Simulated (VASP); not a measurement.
# Ga3P4 (a cell with a defect) in VASP: a series of runs

Runs on Ga3P4 (a cell with a defect). Level: PBE. Tasks: relaxation of the atoms.

Everything below comes from runs of VASP 6.6.1. Logs are shortened: lines on timing, memory, paths and dates and some standing lists are left out, and cuts for length are marked.

### Step 1. The cell of the first run

The cell holds a defect, 7 atoms: a = 5.505 Å, b = 5.505 Å, c = 5.505 Å, α = 90.00°, β = 90.00°, γ = 90.00°.

### Step 2. Relaxation of the atoms, PBE, collinear spin (atoms taken out)

INCAR

```
SYSTEM = Ga3P4
ALGO = Normal ; EDIFF = 1E-6
EDIFFG = -0.025 ; ENCUT = 520
GGA = PE ; IBRION = 2
ISIF = 2 ; ISMEAR = 0
ISPIN = 2 ; LASPH = .TRUE.
LCHARG = .FALSE. ; LORBIT = 11
LREAL = .FALSE. ; LWAVE = .FALSE.
MAGMOM = 0 0 0 0.5 0.5 0.5 0.5 ; NELECT = 60.0
NELM = 150 ; NSW = 65
PREC = Accurate ; SIGMA = 0.01
```

KPOINTS

```
k-points
0
G
  3 3 3
  0 0 0
```

POSCAR

```
Ga3P4
1.0
    0.0000000000     -5.5051169748      0.0000000000
    0.0000000000      0.0000000000      5.5051169748
   -5.5051169748      0.0000000000      0.0000000000
Ga P
3 4
Direct
    0.5000000000      0.5000000000      1.0000000000
    0.0000000000      0.0000000000      0.0000000000
    0.5000000000      0.0000000000      0.5000000000
    0.2482282955      0.2517717045      0.2517717045
    0.7517717045      0.2517717045      0.7482282955
    0.2482282955      0.7482282955      0.7482282955
    0.7517717045      0.7482282955      0.2517717045
```

Potentials or basis: VASP PAW PBE potentials, release 64 (Ga_d, P).

Command:

```sh
> cat potpaw_PBE.64/Ga_d/POTCAR potpaw_PBE.64/P/POTCAR > POTCAR
> mpirun -np 1 vasp_std > vasp.out
```

OUTCAR:

```text
SYSTEM = Ga3P4
   EDIFF = 1E-6
   EDIFFG = -0.025
   ENCUT = 520
   GGA = PE
   IBRION = 2
   ISIF = 2
   ISMEAR = 0
   ISPIN = 2
   LASPH = .TRUE.
   LORBIT = 11
   LREAL = .FALSE.
   NELECT = 60.0
   NELM = 150
   NSW = 65
   PREC = Accurate

 ion  position               nearest neighbor table
   1  0.500  0.500  0.000-   4 2.39   5 2.39   6 2.39   7 2.39
   2  0.000  0.000  0.000-   4 2.39   5 2.39   6 2.39   7 2.39
   3  0.500  0.000  0.500-   4 2.39   5 2.39   6 2.39   7 2.39
   4  0.248  0.252  0.252-   1 2.39   2 2.39   3 2.39
   5  0.752  0.252  0.748-   1 2.39   2 2.39   3 2.39
   6  0.248  0.748  0.748-   1 2.39   2 2.39   3 2.39
   7  0.752  0.748  0.252-   1 2.39   2 2.39   3 2.39

  LATTYP: Found a simple cubic cell.
 ALAT       =     5.5051169748

  Lattice vectors:

 A1 = (   0.0000000000,  -5.5051169748,   0.0000000000)
 A2 = (   0.0000000000,   0.0000000000,   5.5051169748)
 A3 = (  -5.5051169748,   0.0000000000,   0.0000000000)

Analysis of symmetry for initial positions (statically):
=====================================================================
 Subroutine PRICEL returns:
 Original cell was already a primitive cell.

 Routine SETGRP: Setting up the symmetry group for a
 simple cubic supercell.

 Subroutine GETGRP returns: Found 24 space group operations
 (whereof  8 operations were pure point group operations)
 out of a pool of 48 trial point group operations.

The static configuration has the point symmetry D_2d.
 The point group associated with its full space group is T_d .

Analysis of symmetry for dynamics (positions and initial velocities):
=====================================================================
 Subroutine PRICEL returns:
 Original cell was already a primitive cell.

 Routine SETGRP: Setting up the symmetry group for a
 simple cubic supercell.

 Subroutine GETGRP returns: Found 24 space group operations
 (whereof  8 operations were pure point group operations)
 out of a pool of 48 trial point group operations.

The dynamic configuration has the point symmetry D_2d.
 The point group associated with its full space group is T_d .

Analysis of structural, dynamic, and magnetic symmetry:
=====================================================================
 Subroutine PRICEL returns:
 Original cell was already a primitive cell.

 Routine SETGRP: Setting up the symmetry group for a
 simple cubic supercell.

 Subroutine GETGRP returns: Found 24 space group operations
 (whereof  8 operations were pure point group operations)
 out of a pool of 48 trial point group operations.

The overall configuration has the point symmetry D_2d.
 The point group associated with its full space group is T_d .

 Subroutine INISYM returns: Found 24 space group operations
 (whereof  8 operations are pure point group operations),
 and found     1 'primitive' translations

----------------------------------------------------------------------------------------

                                     Primitive cell

  volume of cell :     166.8398

  direct lattice vectors                    reciprocal lattice vectors
     0.000000000 -5.505116975  0.000000000     0.000000000 -0.181649183  0.000000000
     0.000000000  0.000000000  5.505116975     0.000000000  0.000000000  0.181649183
    -5.505116975  0.000000000  0.000000000    -0.181649183  0.000000000  0.000000000

  length of vectors
     5.505116975  5.505116975  5.505116975     0.181649183  0.181649183  0.181649183

  position of ions in fractional coordinates (direct lattice)
     0.500000000  0.500000000  0.000000000
     0.000000000  0.000000000  0.000000000
     0.500000000  0.000000000  0.500000000
     0.248228295  0.251771705  0.251771705
     0.751771705  0.251771705  0.748228295
     0.248228295  0.748228295  0.748228295
     0.751771705  0.748228295  0.251771705

  ion indices of the primitive-cell ions
   primitive index   ion index
                 1           1
                 2           2
                 3           3
                 4           4
                 5           5
                 6           6
                 7           7

----------------------------------------------------------------------------------------

 KPOINTS: k-points

Automatic generation of k-mesh.
 Grid dimensions read from file:
 generate k-points for:    3    3    3

 Generating k-lattice:

  Cartesian coordinates                     Fractional coordinates (reciprocal lattice)
     0.000000000 -0.060549728  0.000000000     0.333333333  0.000000000  0.000000000
     0.000000000  0.000000000  0.060549728     0.000000000  0.333333333  0.000000000
    -0.060549728  0.000000000  0.000000000     0.000000000  0.000000000  0.333333333

  Length of vectors
     0.060549728  0.060549728  0.060549728

  Shift w.r.t. Gamma in fractional coordinates (k-lattice)
     0.000000000  0.000000000  0.000000000

 Subroutine IBZKPT returns following result:
 ===========================================

 Found      4 irreducible k-points:

 Following reciprocal coordinates:
            Coordinates               Weight
  0.000000  0.000000  0.000000      1.000000
  0.333333  0.000000  0.000000      6.000000
  0.333333  0.333333  0.000000     12.000000
  0.333333  0.333333  0.333333      8.000000
   k-points           NKPTS =      4   k-points in BZ     NKDIM =      4   number of bands    NBANDS=     37
   number of dos      NEDOS =    301   number of ions     NIONS =      7
   total plane-waves  NPLWV =  74088
   dimension x,y,z NGX =    42 NGY =   42 NGZ =   42
   dimension x,y,z NGXF=    84 NGYF=   84 NGZF=   84
   ions per type =               3   4
   NGX,Y,Z   is equivalent  to a cutoff of  12.68, 12.68, 12.68 a.u.
   NGXF,Y,Z  is equivalent  to a cutoff of  25.37, 25.37, 25.37 a.u.
 SYSTEM =  Ga3P4
   PREC   = accura    normal or accurate (medium, high low for compatibility)
   ISTART =      0    job   : 0-new  1-cont  2-samecut
   ICHARG =      2    charge: 1-file 2-atom 10-const
   ISPIN  =      2    spin polarized calculation?
   LNONCOLLINEAR =      F non collinear calculations
   LSORBIT =      F    spin-orbit coupling
   LASPH  =      T    aspherical Exc in radial PAW
   ENCUT  =  520.0 eV  38.22 Ry    6.18 a.u.  10.24 10.24 10.24*2*pi/ulx,y,z
   NELM   =    150;   NELMIN=  2; NELMDL= -5     # of ELM steps
   EDIFF  = 0.1E-05   stopping-criterion for ELM
   LREAL  =      F    real-space projection
   EDIFFG = -.3E-01   stopping-criterion for IOM
   NSW    =     65    number of steps for IOM
   IBRION =      2    ionic relax: 0-MD 1-quasi-New 2-CG
   NFREE  =      1    steps in history (QN), initial steepest desc. (CG)
   ISIF   =      2    stress and relaxation
   ISYM   =      2    0-nonsym 1-usesym 2-fastsym
   POTIM  = 0.5000    time-step for ionic-motion
   TEBEG  =    0.0;   TEEND  =   0.0 temperature during run
   PSTRESS=    0.0 pullay stress
   NELECT =      60.0000    total number of electrons
   NUPDOWN=      -1.0000    fix difference up-down
   EMIN   =  10.00;   EMAX   =-10.00  energy-range for DOS
   EFERMI =   0.00;   METHOD = LEGACY
   ISMEAR =     0;   SIGMA  =   0.01  broadening in eV -4-tet -1-fermi 0-gaus
   EFERMI_NEDOS =   21; number of points for ismear=-14 and -15
   IALGO  =     38    algorithm
   IMIX   =      4    mixing-type and parameters
     AMIX     =   0.40;   BMIX     =  1.00
     AMIX_MAG =   1.60;   BMIX_MAG =  1.00
  volume/ion in A,a.u.               =      23.83       160.84
  Fermi-wavevector in a.u.,A,eV,Ry     =   1.164194  2.200008 18.440625  1.355348
  Thomas-Fermi vector in A             =   2.300735
   LORBIT       =     11    0 simple, 1 ext, 2 COOP (PROOUT), +10 PAW based schemes
   GGA     = PE    functional components
   LHFCALC =     F    Hartree Fock is set to
   AEXX    =    0.0000 exact exchange contribution
   IVDW    =     0    specifies the selected vdW correction
   LEPSILON=     F    determine dielectric tensor
   LRPA    =     F    only Hartree local field effects (RPA)
 conjugate gradient relaxation of ions
 spin polarized calculation
 Gauss-broadening in eV      SIGMA  =   0.01
  energy-cutoff  :      520.00
  volume of cell :      166.84
 maximum number of plane-waves:      4500
 NGX is ok and might be reduce to    42
   NGX = 21   NGY = 21   NGZ = 21

--------------------------------------- Ionic step        1  -------------------------------------------

 number of electron      59.9999973 magnetization       0.8890655

 Free energy of the ion-electron system (eV)
  ---------------------------------------------------
  ext. energy  EPLUGINS =         0.00000000
  ---------------------------------------------------
  free energy    TOTEN  =       -26.38042770 eV

  energy without entropy =      -26.37928502  energy(sigma->0) =      -26.37985636

------------------------ aborting loop because EDIFF is reached ----------------------------------------

  FORCE on cell =-STRESS in cart. coord.  units (eV):
  Direction    XX          YY          ZZ          XY          YZ          ZX
  --------------------------------------------------------------------------------------
  -------------------------------------------------------------------------------------
  Total        5.3905541      5.3905541      5.3905541      0.0000000      0.0000000      0.0000000
  in kB       51.7659676     51.7659676     51.7659676      0.0000000      0.0000000      0.0000000
  external PRESSURE =      51.7659676 kB  Pullay stress =       0.0000000 kB
[... 67 lines left out ...]
  energy  without entropy=      -26.3918515584  energy(sigma->0) =      -26.39242290

--------------------------------------- Ionic step        3  -------------------------------------------

 number of electron      59.9999966 magnetization       0.8886846

 Free energy of the ion-electron system (eV)
  ---------------------------------------------------
  ext. energy  EPLUGINS =         0.00000000
  ---------------------------------------------------
  free energy    TOTEN  =       -26.40847778 eV

  energy without entropy =      -26.40733181  energy(sigma->0) =      -26.40790479

 E-fermi :   3.2345     XC(G=0):  -9.2415

 val. band max:        3.2093578292   @ k =   0.3333   0.3333   0.3333
 cond. band min:       3.2375793605   @ k =   0.3333   0.0000   0.0000
 fundamental gap:      0.0282215313
 Fermi energy:         3.2345384555

 spin component 1

 k-point     1 :       0.0000    0.0000    0.0000
  band No.  band energies     occupation
      1     -11.4497      1.00000
      2     -11.4497      1.00000
      3     -11.4497      1.00000
      4     -11.3737      1.00000
      5     -11.3737      1.00000
      6     -11.3737      1.00000
[... 149 lines left out ...]
     36       7.9103      0.00000
     37       8.1933      0.00000
 Fermi energy:         3.2345384555

 spin component 2

 k-point     1 :       0.0000    0.0000    0.0000
  band No.  band energies     occupation
      1     -11.4423      1.00000
      2     -11.4423      1.00000
      3     -11.4423      1.00000
      4     -11.3698      1.00000
      5     -11.3698      1.00000
      6     -11.3698      1.00000
[... 183 lines left out ...]
  FREE ENERGIE OF THE ION-ELECTRON SYSTEM (eV)
  ---------------------------------------------------
  free  energy   TOTEN  =       -26.4084777764 eV

  energy  without entropy=      -26.4073318121  energy(sigma->0) =      -26.40790479

 reached required accuracy - stopping structural energy minimisation

 total charge

# of ion       s       p       d       tot
------------------------------------------
    1        0.881   0.811  10.001  11.693
    2        0.881   0.811  10.001  11.693
    3        0.881   0.811  10.001  11.693
    4        1.068   1.426   0.000   2.493
    5        1.068   1.426   0.000   2.493
    6        1.068   1.426   0.000   2.493
    7        1.068   1.426   0.000   2.493
--------------------------------------------------
tot          6.916   8.135  30.003  45.054

 magnetization (x)

# of ion       s       p       d       tot
------------------------------------------
    1       -0.004   0.006   0.006   0.008
    2       -0.004   0.006   0.006   0.008
    3       -0.004   0.006   0.006   0.008
    4        0.006   0.101   0.000   0.107
    5        0.006   0.101   0.000   0.107
    6        0.006   0.101   0.000   0.107
    7        0.006   0.101   0.000   0.107
--------------------------------------------------
tot          0.014   0.421   0.017   0.453
```

Run time: 92 s. Hardware: 1 thread of AMD EPYC 7R13 (Zen 3), shared host; peak memory 0.29 GiB.

Results:

```yaml
Free_energy: -26.4085 eV
Energy_gained_by_relaxing: 4.0 meV/atom
Ionic_steps: 3
Largest_force_after_relaxing: 0.004 eV/Å
Net_moment: 0.89 μB per cell
Site_moments: Ga +0.01; P +0.11 μB
Valence_electrons_inside_the_program's_atomic_spheres: Ga 11.69; P 2.49
```

Forces in eV/Å, atoms in the order of the input:
```
Ga   0.000  0.000  0.000
Ga   0.000  0.000  0.000
Ga   0.000  0.000  0.000
P   -0.003  0.003  0.003
P    0.003 -0.003  0.003
P    0.003  0.003 -0.003
P   -0.003 -0.003 -0.003
```

The path:
```tsv
step	energy change (eV)	largest force (eV/Å)	pressure (GPa)
1	0.0000	0.2738	5.18
2	-0.0126	0.2028	4.92
3	-0.0281	0.0044	4.22
```

Final structure:
```yaml
crystal:
  lattice:
    - [0.00000, -5.50512, 0.00000]
    - [0.00000, 0.00000, 5.50512]
    - [-5.50512, 0.00000, 0.00000]
  atoms:
    - { symbol: Ga, position: [0.50000, 0.50000, 0.00000] }
    - { symbol: Ga, position: [0.00000, 0.00000, 0.00000] }
    - { symbol: Ga, position: [0.50000, 0.00000, 0.50000] }
    - { symbol: P, position: [0.24289, 0.25711, 0.25711] }
    - { symbol: P, position: [0.75711, 0.25711, 0.74289] }
    - { symbol: P, position: [0.24289, 0.74289, 0.74289] }
    - { symbol: P, position: [0.75711, 0.74289, 0.25711] }
```

Caveat: the k points lie up to 0.38 Å⁻¹ apart; the cell carries a net charge on a neutralising background, which shifts energy and pressure; the cell differs from its parent crystal (atoms taken out); the cell is charged against a uniform background, so pressure and absolute levels hang on convention.

### Step 3. Relaxation of the atoms, PBE, collinear spin (atoms taken out)

INCAR

```
SYSTEM = Ga3P4
PREC = Accurate
ENCUT = 520
EDIFF = 1E-6
ISMEAR = 0
SIGMA = 0.01
LREAL = .False.
LASPH = .True.
NELM = 150
ALGO = Normal
ISIF = 2
LWAVE = .False.
LCHARG = .False.
ISPIN = 2
MAGMOM = 0 0 0 0.25 0.25 0.25 0.25
LORBIT = 11
GGA = PE
IBRION = 2
NSW = 65
EDIFFG = -0.025
NELECT = 61.0
```

KPOINTS

```
Automatic mesh
0
Gamma
  3 3 3
  0 0 0
```

POSCAR

```
Ga3P4
1.0
    0.0000000000     -5.5051169748      0.0000000000
    0.0000000000      0.0000000000      5.5051169748
   -5.5051169748      0.0000000000      0.0000000000
Ga P
3 4
Direct
    0.5000000000      0.5000000000      1.0000000000
    0.0000000000      0.0000000000      0.0000000000
    0.5000000000      0.0000000000      0.5000000000
    0.2432779591      0.2567220409      0.2567220409
    0.7567220409      0.2567220409      0.7432779591
    0.2432779591      0.7432779591      0.7432779591
    0.7567220409      0.7432779591      0.2567220409
```

Potentials or basis: VASP PAW PBE potentials, release 64 (Ga_d, P).

Command:

```sh
> cat potpaw_PBE.64/Ga_d/POTCAR potpaw_PBE.64/P/POTCAR > POTCAR
> mpirun -np 1 vasp_std > vasp.out
```

Run time: 1.9 min. Hardware: 1 thread of Oxide Virtual Turin-like, shared host; peak memory 0.29 GiB.

It converged, with:

| Quantity | Value |
| --- | --- |
| Free energy | -23.0064 eV |
| Energy gained by relaxing | 1.5 meV/atom |
| Ionic steps | 3 |
| Net moment | 0.78 μB per cell |
| Site moments | Ga +0.01; P +0.10 μB |
| Valence electrons inside the program's atomic spheres | Ga 11.73; P 2.54 |

The path:
| step | energy change (eV) | largest force (eV/Å) | pressure (GPa) |
| --- | --- | --- | --- |
| 1 | 0.0000 | 0.1830 | 12.58 |
| 2 | -0.0055 | 0.1268 | 12.43 |
| 3 | -0.0105 | 0.0015 | 12.07 |

Final structure:
```
CELL_PARAMETERS angstrom
0.00000 -5.50512 0.00000
0.00000 0.00000 5.50512
-5.50512 0.00000 0.00000
ATOMIC_POSITIONS crystal
Ga 0.50000 0.50000 0.00000
Ga 0.00000 0.00000 0.00000
Ga 0.50000 0.00000 0.50000
P 0.24027 0.25973 0.25973
P 0.75973 0.25973 0.74027
P 0.24027 0.74027 0.74027
P 0.75973 0.74027 0.25973
```

Levels at points of the mesh, in eV from the Fermi level:
Spin up:
| k point | band 27 | band 28 | band 29 | band 30 | band 31 | band 32 | band 33 | band 34 | band 35 | band 36 |
| --- | --- | --- | --- | --- | --- | --- | --- | --- | --- | --- |
| (0.00, 0.00, 0.00) | -1.86 | -1.86 | 0.19 | 0.19 | 0.19 | 1.40 | 1.45 | 1.45 | 1.74 | 1.74 |
Spin down:
| k point | band 25 | band 26 | band 27 | band 28 | band 29 | band 30 | band 31 | band 32 | band 33 | band 34 |
| --- | --- | --- | --- | --- | --- | --- | --- | --- | --- | --- |
| (0.00, 0.00, 0.00) | -2.80 | -1.72 | -1.72 | -1.72 | 0.38 | 0.38 | 0.38 | 1.50 | 1.51 | 1.51 |

Caveat: the k points lie up to 0.38 Å⁻¹ apart; the cell carries a net charge on a neutralising background, which shifts energy and pressure; the cell differs from its parent crystal (atoms taken out); the cell is charged against a uniform background, so pressure and absolute levels hang on convention.
